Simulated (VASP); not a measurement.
Set up this calculation in VASP 6.6.1, as the native input.

* Task: single point
* Functional: PBE
* Potentials or basis: VASP PAW PBE potentials, release 64 (Na_pv, Zn, N)
* Cutoff: 520 eV
* k mesh: 6 × 6 × 2
* Occupations: gaussian, width 0.1 eV
* Spin: collinear spin, ferromagnetic start
* Starting moments: [0.0, 0.0, 0.0, 0.0, 0.0, 1.0] μB
* Dipole correction: no
* Further INCAR settings: ALGO = Normal; EDIFF = 1e-06; NBANDS = 38

The structure of Na3Zn2N lies in POSCAR:

```
Na3Zn2N
1.0
    4.5438854263      0.0000000000      0.0000000000
   -2.2719427131      3.9351202110      0.0000000000
    0.0000000000      0.0000000000      9.5507604766
Na Zn N
3 2 1
Direct
    0.0000000000      0.0000000000      0.5000000000
    0.3333333333      0.6666666667      0.0000000000
    0.6666666667      0.3333333333      0.0000000000
    0.0000000000      0.0000000000      0.7976540803
    0.0000000000      0.0000000000      0.2023459197
    0.0000000000      0.0000000000      0.0000000000
```

The cell was generated, and may not be a known phase.

One way to write it, as run:

INCAR

```
SYSTEM = Na3Zn2N
PREC = Accurate ; ENCUT = 520
EDIFF = 1E-6 ; ISMEAR = 0
SIGMA = 0.1 ; LREAL = .FALSE.
LASPH = .TRUE. ; NELM = 150
ALGO = Normal ; ISIF = 2
LWAVE = .FALSE. ; LCHARG = .FALSE.
ISPIN = 2 ; MAGMOM = 0 0 0 0 0 1
LORBIT = 11 ; GGA = PE
NBANDS = 38
```

KPOINTS

```
regular mesh
0
G
  6 6 2
  0 0 0
```

Potentials or basis: VASP PAW PBE potentials, release 64 (Na_pv, Zn, N).

Run with:

```console
$ cat potpaw_PBE.64/Na_pv/POTCAR potpaw_PBE.64/Zn/POTCAR potpaw_PBE.64/N/POTCAR > POTCAR
$ mpirun -np 1 vasp_std > vasp.out
```

Results of the run:

```yaml
Pressure: 0.3 GPa
Largest_force: 0.075 eV/Å
Band_gap_on_the_k_mesh: zero (filled and empty bands overlap)
Net_moment: 0.00 μB per cell
Valence_electrons_inside_the_program's_atomic_spheres: Na 6.05, 6.07 (each value once); Zn 10.76; N 3.59
```

Run time: 3.7 min on 1 thread of AMD EPYC 7R13 Processor (Zen 3), with other jobs on the host, peak memory 0.4 GiB.
